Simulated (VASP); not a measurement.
Wanted: the native input for a VASP 6.6.1 run.

```
Task                   : single point
Functional             : LDA
Potentials or basis    : VASP PAW LDA potentials, release 64 (Si)
Cutoff                 : 520 eV
k mesh                 : 1 × 1 × 1
Occupations            : fermi-dirac, width 0.05 eV
Spin                   : no spin polarisation
Dipole correction      : no
Further INCAR settings : LREAL = Auto; ALGO = Normal; EDIFF = 1e-06; NBANDS = 163
```

The structure of Si (a cell with a defect) lies in POSCAR:

```
Si
1.0
   10.8600000000      0.0000000000      0.0000000000
    0.0000000000     10.8600000000      0.0000000000
    0.0000000000      0.0000000000     10.8600000000
Si
63
Direct
    0.4994902394      0.0000016575     -0.0002341621
    0.6239874770      0.1240907919      0.1254034070
    0.7496860958      0.2495729282     -0.0003407919
    0.8754783610      0.3751109576      0.1247884899
    0.7514279006     -0.0019112339      0.2507321363
    0.8745587477      0.1251956722      0.3746740331
   -0.0000163904      0.0000662983     -0.0003671271
    0.1252092081      0.1254107735      0.1246852670
    0.2496883978      0.2503083794     -0.0003679558
    0.3746442910      0.3750009208      0.1244765193
    0.4999104972      0.5001433702     -0.0006093002
    0.6252148250      0.6251126151      0.1242667587
    0.7497620626      0.7497168508     -0.0005918969
    0.8746790055      0.8745148250      0.1237144567
    0.2499046961     -0.0004048803      0.2498110497
    0.3754707182      0.1244789134      0.3736885820
    0.4999207182      0.2499988950      0.2496482505
    0.6251411602      0.3746113260      0.3748943831
    0.7485433702      0.5008267956      0.2506773481
    0.8748267956      0.6252712707      0.3739122468
    0.5011917127     -0.0013795580      0.5010120626
    0.6248594843      0.1256012891      0.6244528545
    0.7497634438      0.2496694291      0.4994782689
    0.8743314917      0.3745828729      0.6240407919
    0.7480599448     -0.0006065378      0.7491068140
    0.8759168508      0.1248453039      0.8742895948
   -0.0005278085      0.5001186924     -0.0004651934
    0.1245914365      0.6240316759      0.1247019337
    0.2499589319      0.7497153775     -0.0005162063
    0.3751168508      0.8755475138      0.1249846225
   -0.0002574586      0.2502837937      0.2497890424
    0.1241379374      0.3755464088      0.3742479742
    0.2495358195      0.4999193370      0.2498767035
    0.3742161142      0.6254717311      0.3747701657
    0.5011677716      0.7486754144      0.2508651934
    0.6250617864      0.8747579190      0.3750406077
   -0.0014273481     -0.0014118785      0.4982127993
    0.1244891344      0.1246988029      0.6253197053
    0.2498968692      0.2498465009      0.4993738490
    0.3750687845      0.3755494475      0.6250142726
    0.5008827808      0.5013447514      0.4980291897
    0.6244277164      0.6254840700      0.6243237569
    0.8751792818      0.8761512891      0.6258929098
    0.2497074586     -0.0001370166      0.7494933702
    0.3744096685      0.1255456722      0.8746852670
    0.4996966851      0.2505178637      0.7493895028
    0.6242256906      0.3753692449      0.8740896869
    0.7510542357      0.5013742173      0.7477665746
    0.8743360037      0.6252693370      0.8746258748
   -0.0011655617      0.7514139042      0.2502184162
    0.1250750460      0.8744150092      0.3748373849
   -0.0018729282      0.5014700737      0.5010061694
    0.1250976980      0.6252104972      0.6242512891
    0.2496174033      0.7498753223      0.4995653775
    0.3741684162      0.8747421731      0.6240778085
   -0.0001437385      0.2502640884      0.7493068140
    0.1249915285      0.3751112339      0.8746720994
    0.2500204420      0.5001346225      0.7493828729
    0.3754766114      0.6244719153      0.8739021179
    0.5010254144      0.7519837017      0.7482449355
    0.6249255064      0.8748627993      0.8753739411
   -0.0012550645      0.7487729282      0.7483476980
    0.1245679558      0.8757376611      0.8743721915
```

The input as run:

INCAR

```
PREC = Accurate
ENCUT = 520
EDIFF = 1E-6
ISMEAR = -1
SIGMA = 0.05
LREAL = Auto
LASPH = True
NELM = 100
ALGO = Normal
ISIF = 2
LWAVE = False
LCHARG = False
NBANDS = 163
```

KPOINTS

```
regular mesh
0
Gamma
  1 1 1
```

Potentials or basis: VASP PAW LDA potentials, release 64 (Si).

Command:

```sh
$ cat potpaw_LDA.64/Si/POTCAR > POTCAR
$ mpirun -np 1 vasp_gam > vasp.out
```

It gave:

- Pressure: -1.3 GPa
- Largest force: 0.027 eV/Å

Caveat: the k points lie up to 0.58 Å⁻¹ apart.

Run time: 7.5 min on 1 thread of Intel Xeon 8259CL (shared host), peak memory 0.68 GiB.
